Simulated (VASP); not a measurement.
Here is a VASP 6.6.1 calculation.

File INCAR:

```
SYSTEM = MnS
PREC = Accurate ; ENCUT = 520
EDIFF = 1E-7 ; ISMEAR = 0
SIGMA = 0.05 ; LREAL = .False.
LASPH = .True. ; NELM = 100
ALGO = Normal ; ISIF = 2
LWAVE = .False. ; LCHARG = .False.
GGA = PE ; NBANDS = 16
```

Contents of KPOINTS:

```
regular mesh
0
Gamma
  12 12 12
  0 0 0
```

The input POSCAR:

```
MnS
1.0
    0.0000000000      2.3302473803      2.3302473803
    2.3302473803      0.0000000000      2.3302473803
    2.3302473803      2.3302473803      0.0000000000
Mn S
1 1
Direct
    0.0000000000      0.0000000000      0.0000000000
    0.5000000000      0.5000000000      0.5000000000
```

Potentials or basis: VASP PAW PBE potentials, release 64 (Mn_pv, S).

The run is started by

```bash
$ cat potpaw_PBE.64/Mn_pv/POTCAR potpaw_PBE.64/S/POTCAR > POTCAR
$ mpirun -np 1 vasp_std > vasp.out
```

**Question.** Estimate the pressure.

**Answer.** 3.4 GPa.

Caveat: the run has no spin polarisation, though such a crystal can be magnetic; semilocal functionals often make such compounds metallic where correlation or magnetic order opens a gap, which also shifts bond lengths. Spin polarisation is off, so any magnetic state and its effect on volume and gap are missing.
